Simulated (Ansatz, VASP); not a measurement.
# SiO2: VASP beside Ansatz

INCAR

```
ALGO = Normal
EDIFF = 1E-8
ENCUT = 520
GGA = PE
ISIF = 2
ISMEAR = -1
LASPH = T
LCHARG = F
LEFG = T
LREAL = F
LWAVE = F
NBANDS = 25
NELM = 80
PREC = Accurate
SIGMA = 0.03
```

The input KPOINTS:

```
k-points
0
Gamma
  6 6 9
```

POSCAR

```
SiO2
1.0
    4.1801000000      0.0000000000      0.0000000000
    0.0000000000      4.1801000000      0.0000000000
    0.0000000000      0.0000000000      2.6678000000
Si O
2 4
Direct
    0.0000000000      0.0000000000      0.0000000000
    0.5000000000      0.5000000000      0.5000000000
    0.3067000000      0.3067000000      0.0000000000
    0.1933000000      0.8067000000      0.5000000000
    0.6933000000      0.6933000000      0.0000000000
    0.8067000000      0.1933000000      0.5000000000
```

Input for Ansatz:

```yaml
crystal:
  lattice:
    - [4.1801, 0.0, 0.0]
    - [0.0, 4.1801, 0.0]
    - [0.0, 0.0, 2.6678]
  atoms:
    - { symbol: Si, position: [0.0, 0.0, 0.0] }
    - { symbol: Si, position: [0.5, 0.5, 0.5] }
    - { symbol: O, position: [0.3067, 0.3067, 0.0] }
    - { symbol: O, position: [0.1933, 0.8067, 0.5] }
    - { symbol: O, position: [0.6933, 0.6933, 0.0] }
    - { symbol: O, position: [0.8067, 0.1933, 0.5] }
kpoints:
  mp_grid: { grid: [6, 6, 9] }
  band_path:
    path:
      - [0.0, 0.0, 0.0]
      - [0.0, 0.5, 0.0]
      - [0.5, 0.5, 0.0]
      - [0.0, 0.0, 0.0]
      - [0.0, 0.0, 0.5]
      - [0.0, 0.5, 0.5]
      - [0.5, 0.5, 0.5]
      - [0.0, 0.0, 0.5]
      - [0.0, 0.5, 0.0]
    npoints: 14
scf:
  occupations: { method: fermi_dirac, width: 0.03 }
hamiltonian:
  xc: pbe
  pseudopotentials: { kind: paw }
output:
  forces: true
  stress: true
  eigenvalues: true
  efg: { contact_densities: true }
  populations: true
  bader: true
  dos: { projected: true, de: 0.2, e_range: [-14, 8] }
  write_density: true
  write_potential: true
  elf: true
  volumetric_format: npy
```

Alike in both runs: task electric field gradients; functional PBE; k mesh 6 × 6 × 9; occupations fermi-dirac, width 0.03 eV; no spin polarisation.

|  | VASP | Ansatz |
| --- | --- | --- |
| version | VASP 6.6.1 | Ansatz 0.2.0 |
| potentials or method | VASP PAW PBE potentials, release 64 (Si, O) | PAW with Ansatz's default frozen-core files, scalar-relativistic |
| plane-wave cutoff (eV) | 520 | 420 |
| valence electrons in the cell | 32 | 32 |

Ansatz gave:

| Quantity | Value |
| --- | --- |
| gap on the k mesh at the Fermi level (eV) | 5.63 |
| pressure (GPa) | 10.9 |
| traceless stress, the component that is largest in VASP (GPa) | 0.41 |
| rms of the force components (eV/Å) | 0.107 |
| size of Vzz on the site where it differs most (V/Å²) | 20.0 |

**Question.** Estimate VASP's values.

**Answer.** gap on the k mesh at the Fermi level (eV): 5.61; pressure (GPa): 11.0; traceless stress, the component that is largest in VASP (GPa): 0.87; rms of the force components (eV/Å): 0.115; size of Vzz on the site where it differs most (V/Å²): 22.7.

Atom by atom the forces differ by 0.009 eV/Å (rms over components). With one functional, cell and mesh, what is left measures potentials, basis and numerics.
